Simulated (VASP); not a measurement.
MgO: single point with PBE

MgO:

```xyz
8
Lattice="3.5316 0.0000 0.0000 -1.7658 3.0584 0.0000 0.0000 0.0000 9.4353" Properties=species:S:1:pos:R:3 pbc="T T T"
Mg    0.0000    2.0390    9.1475
Mg    0.0000    0.0000    2.0835
Mg    0.0000    0.0000    6.8012
Mg    1.7658    1.0195    4.4298
O     0.0000    2.0390    7.3599
O     0.0000    0.0000    4.9974
O     0.0000    0.0000    0.2797
O     1.7658    1.0195    2.6423
```

This cell differs from its parent crystal: volume 12.739 Å^3 an atom, c/a of the conventional cell 2.6717.

| Property | Result |
| --- | --- |
| Program | VASP 6.6.1 |
| Task | single point |
| Functional | PBE |
| Potentials or basis | VASP PAW PBE potentials, release 64 (Mg, O) |
| Cutoff | 520 eV |
| k mesh | 9 × 9 × 4 |
| Occupations | gaussian, width 0.05 eV |
| Spin | no spin polarisation |
| Dipole correction | no |
| Further INCAR settings | ALGO = Normal; EDIFF = 1e-07; NBANDS = 26 |

The pressure is 0.4 GPa, the largest force is 2.576 eV/Å and the band gap on the k mesh is 2.86 eV, direct.

Forces on the atoms (eV/Å):
```
Mg   0.000  0.000  2.443
Mg   0.000  0.000  2.576
Mg   0.000  0.000  2.576
Mg   0.000  0.000  2.443
O    0.000  0.000 -2.555
O    0.000  0.000 -2.464
O    0.000  0.000 -2.464
O    0.000  0.000 -2.555
```

Stress tensor (GPa, compression positive):
```
-13.61   0.00   0.00
  0.00 -13.61   0.00
  0.00   0.00  28.45
```

Levels at points of the mesh, in eV from the valence-band top:
```csv
k point,band 12,band 13,band 14,band 15,band 16,band 17,band 18,band 19,band 20,band 21
"(0.00, 0.00, 0.00)",-0.62,-0.62,-0.43,-0.43,0.00,2.86,5.17,5.46,7.83,9.87
"(0.00, 0.00, 0.50)",-0.72,-0.50,-0.50,-0.50,-0.50,3.75,3.75,6.86,6.86,11.18
```

It took 93 s on 1 thread of Intel(R) Xeon(R) Platinum 8259CL CPU @ 2.50GHz (Skylake/Cascade Lake), on a shared host, peak memory 0.26 GiB.

Caveat: forces of over 1 eV/Å act on the atoms, so gaps and moduli don't describe the material at rest. A k mesh can miss the band edges.
